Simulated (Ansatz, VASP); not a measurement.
**One calculation of Te, two programs**

```
Te
1.0
    -1.89127    1.89127    1.89127
     1.89127   -1.89127    1.89127
     1.89127    1.89127   -1.89127
Te
1
Cartesian
  0.0000 0.0000 0.0000
```

Alike in both runs: functional PBEsol; k mesh 15 × 15 × 15; occupations fermi-dirac, width 0.05 eV; no spin polarisation.

Ansatz relaxed the structure, and its values are those at the end. VASP's run is a single point on that final structure, the one shown.

```csv
,VASP,Ansatz
version,VASP 6.6.1,Ansatz 0.2.0
potentials or method,"VASP PAW PBE potentials, release 64 (Te)","PAW with Ansatz's default frozen-core files, scalar-relativistic"
plane-wave cutoff (eV),520,420
valence electrons in the cell,6,16
```

```tsv
	VASP	Ansatz	Ansatz less VASP
pressure (GPa)	0.0	0.0	0.00
```

VASP's potentials were made for PBE, not for PBEsol. VASP's potentials hold 6 valence electrons a cell and Ansatz's 16, so a difference there can come from the potentials and not from the codes.

Neither program's run includes spin-orbit coupling.
